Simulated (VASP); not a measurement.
Set up this calculation in VASP 6.6.1, as the native input.

```yaml
Task: relaxation of cell and atoms
Functional: PBE
Potentials_or_basis: VASP PAW PBE potentials, release 64 (Zn, S)
Cutoff: 600 eV
k_mesh: 6 × 6 × 6
Occupations: gaussian, width 0.1 eV
Spin: no spin polarisation
Dipole_correction: no
Further_INCAR_settings: ALGO = Normal; EDIFF = 1e-06; IBRION = 2; EDIFFG = -0.04; NSW = 90; ISIF = 3
```

The structure of ZnS3 lies in POSCAR:

```
ZnS3
1.0
    0.0000000000      3.1707717589      3.1707717589
    3.1707717589      0.0000000000      3.1707717589
    3.1707717589      3.1707717589      0.0000000000
Zn S
1 3
Direct
    0.0000000000      0.0000000000      0.0000000000
    0.5000000000      0.5000000000      0.5000000000
    0.2500000000      0.2500000000      0.2500000000
    0.7500000000      0.7500000000      0.7500000000
```

The input as run:

INCAR

```
SYSTEM = ZnS3
ALGO = Normal
EDIFF = 1E-6
EDIFFG = -0.04
ENCUT = 600
GGA = PE
IBRION = 2
ISIF = 3
ISMEAR = 0
LASPH = .TRUE.
LCHARG = .FALSE.
LREAL = .FALSE.
LWAVE = .FALSE.
NELM = 100
NSW = 90
PREC = Accurate
SIGMA = 0.1
```

KPOINTS

```
k-points
0
G
  6 6 6
  0 0 0
```

Potentials or basis: VASP PAW PBE potentials, release 64 (Zn, S).

Run with:

```console
$ cat potpaw_PBE.64/Zn/POTCAR potpaw_PBE.64/S/POTCAR > POTCAR
$ mpirun -np 1 vasp_std > vasp.out
```

It gave:

| Item | Value |
| --- | --- |
| Relaxed volume | 16.10 Å³/atom |
| Relaxed cell | a = 4.500 Å, b = 4.500 Å, c = 4.500 Å, α = 60.00°, β = 60.00°, γ = 60.00° |
| Space group after relaxing (to 0.05 Å) | Fm-3m (No. 225) |
| Energy gained by relaxing | 0.3 meV/atom |
| Ionic steps | 2 |
| Pressure after relaxing | 0.0 GPa |
| Band gap on the k mesh | zero (band 15 reaches 6.24 eV, above the bottom of band 16 at 5.29 eV) |

Wall time 51 s on 1 thread of Intel Xeon 8259CL, on a shared host, peak memory 0.21 GiB.
